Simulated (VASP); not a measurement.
AgAs2:

```
Ag As
1.0
     4.99445    0.00000    0.00000
    -2.49722    4.32532    0.00000
     0.00000    0.00000    2.71804
Ag As
1 2
Cartesian
  0.0000 0.0000 0.0000
  0.0000 2.8835 1.3590
  2.4972 1.4418 1.3590
```

* Program: VASP 6.6.1
* Task: relaxation of cell and atoms
* Functional: PBE
* Potentials or basis: VASP PAW PBE potentials, release 64 (Ag, As)
* Cutoff: 600 eV
* k mesh: 12 × 12 × 16
* Occupations: gaussian, width 0.1 eV
* Spin: no spin polarisation

At the start: pressure 0.2 GPa; volume 19.57 Å³/atom.

Task: How do energy, volume and symmetry change on relaxing?

Result: Over 7 steps the energy falls by 7.3 meV/atom and the volume is 19.48 Å³/atom (-0.4 %); space group P6/mmm (No. 191, to 0.1 Å) before and after.

Step by step:
```csv
step,energy change (eV),largest force (eV/Å),pressure (GPa),volume (Å³)
1,0.0000,0.0000,0.16,58.72
2,-0.0194,0.0000,-0.41,58.86
3,-0.0208,0.0000,-0.52,58.90
4,-0.0198,0.0000,-0.70,58.96
5,-0.0211,0.0000,-0.59,58.91
6,-0.0218,0.0000,0.28,58.26
7,-0.0220,0.0000,0.02,58.45
```

Final structure:
```yaml
crystal:
  lattice:
    - [4.91570, 0.00000, 0.00000]
    - [-2.45785, 4.25712, 0.00000]
    - [0.00000, 0.00000, 2.79330]
  atoms:
    - { symbol: Ag, position: [0.00000, 0.00000, 0.00000] }
    - { symbol: As, position: [0.33333, 0.66667, 0.50000] }
    - { symbol: As, position: [0.66667, 0.33333, 0.50000] }
```

Caveat: an odd number of electrons without spin polarisation forces a metal; a magnetic or distorted state may lie lower.
